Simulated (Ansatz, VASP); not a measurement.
**One calculation of MgS, two programs**

```
CELL_PARAMETERS angstrom
0.00000 2.56472 2.56472
2.56472 0.00000 2.56472
2.56472 2.56472 0.00000
ATOMIC_POSITIONS crystal
Mg 0.00000 0.00000 0.00000
S 0.50000 0.50000 0.50000
```

Alike in both runs: task single point; functional LDA; k mesh 8 × 8 × 8; occupations gaussian, width 0.05 eV; no spin polarisation.

|  | VASP | Ansatz |
| --- | --- | --- |
| version | VASP 6.6.1 | Ansatz 0.2.0 |
| potentials or method | VASP PAW LDA potentials, release 64 (Mg, S), cutoff 600 eV | scalar-relativistic, plane waves, PAW |
| valence electrons in the cell | 8 | 16 |

Ansatz gave:

```
gap on the k mesh at the Fermi level (eV) : 2.65
least direct gap on the mesh (eV)         : 3.82
pressure (GPa)                            : 0.0
```

Question: Which values does VASP return?

Answer: gap on the k mesh at the Fermi level (eV): 2.65; least direct gap on the mesh (eV): 3.84; pressure (GPa): -0.6.

LDA's correlation is that of Perdew and Zunger in VASP and of Perdew and Wang (1992) in Ansatz. VASP's potentials hold 8 valence electrons a cell and Ansatz's 16, so a difference there can come from the potentials and not from the codes.
